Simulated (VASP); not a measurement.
Input of a VASP 6.6.1 run:

INCAR

```
PREC = Accurate ; ENCUT = 520
EDIFF = 1E-6 ; ISMEAR = 0
SIGMA = 0.1 ; LREAL = False
LASPH = True ; NELM = 150
ALGO = Normal ; ISIF = 2
LWAVE = False ; LCHARG = False
ISPIN = 2 ; MAGMOM = 1 0 0 0 0 0 0
LORBIT = 11 ; LMAXMIX = 4
GGA = PE ; NBANDS = 28
```

File KPOINTS:

```
regular mesh
0
Gamma
  6 6 6
```

File POSCAR:

```
TiB6
1.0
    0.0000000000      3.0761692429      3.0761692429
    3.0761692429      0.0000000000      3.0761692429
    3.0761692429      3.0761692429      0.0000000000
Ti B
1 6
Direct
    0.5000000000      0.5000000000      0.5000000000
    0.0276871690      0.4723128310      0.4723128310
    0.4723128310      0.0276871690      0.0276871690
    0.4723128310      0.4723128310      0.0276871690
    0.0276871690      0.0276871690      0.4723128310
    0.0276871690      0.4723128310      0.0276871690
    0.4723128310      0.0276871690      0.4723128310
```

Potentials or basis: VASP PAW PBE potentials, release 64 (Ti_sv, B).

Command:

```sh
$ cat potpaw_PBE.64/Ti_sv/POTCAR potpaw_PBE.64/B/POTCAR > POTCAR
$ mpirun -np 1 vasp_std > vasp.out
```

Question: Predict the net moment.

Answer: 0.00 μB per cell.

Question: Estimate the band gap on the k mesh.

Answer: Zero (filled and empty bands overlap).

Question: Estimate the largest force.

Answer: 0.005 eV/Å.

Question: What does it give for the pressure?

Answer: -0.1 GPa.

Forces on the atoms (eV/Å):
```
Ti   0.000  0.000  0.000
B    0.005  0.000  0.000
B   -0.005  0.000  0.000
B    0.000  0.000  0.005
B    0.000  0.000 -0.005
B    0.000 -0.005  0.000
B    0.000  0.005  0.000
```
